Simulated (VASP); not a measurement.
Input of a VASP 6.6.1 run:

Contents of INCAR:

```
ALGO = Normal ; EDIFF = 1E-6
ENCUT = 520 ; GGA = RE
ISIF = 2 ; ISMEAR = -1
IVDW = 13 ; LASPH = True
LCHARG = False ; LREAL = False
LWAVE = False ; NBANDS = 21
NELM = 100 ; PREC = Accurate
SIGMA = 0.05
```

KPOINTS

```
k-points
0
Gamma
  9 9 9
```

File POSCAR:

```
GeW
1.0
    0.0000000000      2.5542216200      2.5542216200
    2.5542216200      0.0000000000      2.5542216200
    2.5542216200      2.5542216200      0.0000000000
Ge W
1 1
Direct
    0.5000000000      0.5000000000      0.5000000000
    0.0000000000      0.0000000000      0.0000000000
```

Potentials or basis: VASP PAW PBE potentials, release 64 (Ge_d, W_sv).

Launch:

```bash
$ cat potpaw_PBE.64/Ge_d/POTCAR potpaw_PBE.64/W_sv/POTCAR > POTCAR
$ mpirun -np 1 vasp_std > vasp.out
```

(1) What does it give for the dispersion energy per atom?

(2) What does it give for the pressure?

Answers

(1) -0.805 eV.

(2) 0.3 GPa.

Caveat: the PAW data sets were made with another functional, which shifts forces and pressure a little; pairwise dispersion overbinds metals, which lowers pressure and volume.
